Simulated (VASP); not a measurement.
Write the native input for VASP 6.6.1 that does the following.

| Property | Result |
| --- | --- |
| Task | single point |
| Functional | pbesol exchange, pbe correlation |
| Potentials or basis | VASP PAW PBE potentials, release 64 (Pd) |
| Cutoff | 500 eV |
| k mesh | 12 × 12 × 12 |
| Occupations | fermi-dirac, width 0.1 eV |
| Spin | collinear spin |
| Starting moments | [1.0] μB |
| Fixed moment | 1 μB |
| Dipole correction | no |
| Further INCAR settings | ALGO = Normal; EDIFF = 1e-06; NBANDS = 15 |

The structure of Pd lies in POSCAR:

```
Pd
1.0
    0.0183850000      1.8840310000      1.9298250000
    1.9335610000     -0.0108490000      1.9590580000
    1.9754690000      1.9551730000     -0.0527560000
Pd
1
Direct
   -0.0028580000     -0.0144920000      0.0309680000
```

This cell differs from its parent crystal: the cell strained at random.

One way to write it, as run:

INCAR

```
SYSTEM = Pd
PREC = Accurate ; ENCUT = 500
EDIFF = 1E-6 ; ISMEAR = -1
SIGMA = 0.1 ; LREAL = .False.
LASPH = .True. ; NELM = 200
ALGO = Normal ; ISIF = 2
LWAVE = .False. ; LCHARG = .False.
ISPIN = 2 ; MAGMOM = 1
LORBIT = 11 ; NUPDOWN = 1.0
LMAXMIX = 4 ; GGA = LIBXC
LIBXC1 = GGA_X_PBE_SOL ; LIBXC2 = GGA_C_PBE
NBANDS = 15 ; GGA_COMPAT = .False.
```

KPOINTS

```
Automatic mesh
0
Gamma
  12 12 12
  0 0 0
```

Potentials or basis: VASP PAW PBE potentials, release 64 (Pd).

The run is started by

```console
$ cat potpaw_PBE.64/Pd/POTCAR > POTCAR
$ mpirun -np 1 vasp_std > vasp.out
```

Results of the run:

```yaml
Pressure: -0.1 GPa
Net_moment: 1.00 μB per cell
Site_moments: Pd +0.97 μB
Valence_electrons_inside_the_program's_atomic_spheres: Pd 9.40
```

Caveat: the cell differs from its parent crystal (the cell strained at random); the PAW data sets were made with another functional, which shifts forces and pressure a little; the total moment is fixed, so each spin has its own Fermi level.

It took 3.3 min on 1 thread of AMD EPYC 9R45 96-Core Processor (Zen 5) (shared host), peak memory 0.32 GiB.
